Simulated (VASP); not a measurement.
Set up this calculation in VASP 6.6.1, as the native input.

| Item | Value |
| --- | --- |
| Task | single point |
| Functional | PBE |
| Potentials or basis | VASP PAW PBE potentials, release 64 (Ir) |
| Cutoff | 500 eV |
| k mesh | 15 × 15 × 4 |
| Occupations | fermi-dirac, width 0.05 eV |
| Spin | collinear spin |
| Starting moments | [1.0, 1.0, 1.0, 1.0] μB |
| Dipole correction | no |
| Further INCAR settings | ALGO = Normal; EDIFF = 1e-06; NBANDS = 30 |

The structure of Ir lies in POSCAR:

```
Ir
1.0
    2.7381216068      0.0000000000      0.0000000000
   -1.3690608034      2.3712828701      0.0000000000
    0.0000000000      0.0000000000      8.9519176747
Ir
4
Direct
    1.0000000000      0.0000000000      0.0000000000
    1.0000000000      0.0000000000      0.5000000000
    0.3333333333      0.6666666667      0.2500000000
    0.6666666667      0.3333333333      0.7500000000
```

This isn't the form of Ir at room conditions, which is fcc.

The input as run:

INCAR

```
SYSTEM = Ir
PREC = Accurate
ENCUT = 500
EDIFF = 1E-6
ISMEAR = -1
SIGMA = 0.05
LREAL = .False.
LASPH = .True.
NELM = 200
ALGO = Normal
ISIF = 2
LWAVE = .False.
LCHARG = .True.
ISPIN = 2
MAGMOM = 1 1 1 1
LORBIT = 11
LMAXMIX = 4
GGA = PE
LELF = .True.
LVHAR = .True.
NBANDS = 30
GGA_COMPAT = .False.
```

KPOINTS

```
regular mesh
0
Gamma
  15 15 4
  0 0 0
```

Potentials or basis: VASP PAW PBE potentials, release 64 (Ir).

Command:

```console
$ cat potpaw_PBE.64/Ir/POTCAR > POTCAR
$ mpirun -np 1 vasp_std > vasp.out
```

It gave:

```json
{"Pressure": "0.3 GPa", "Band gap on the k mesh": "zero (filled and empty bands overlap)", "Net moment": "0.00 μB per cell", "Valence electrons inside the program's atomic spheres": "Ir 8.30, 8.31 (each value once)"}
```

Caveat: spin-orbit coupling is left out, which moves the levels of the heavy elements.

Run time: 6.8 min on 1 thread of Intel Xeon 8259CL, with other jobs on the host, peak memory 0.32 GiB.
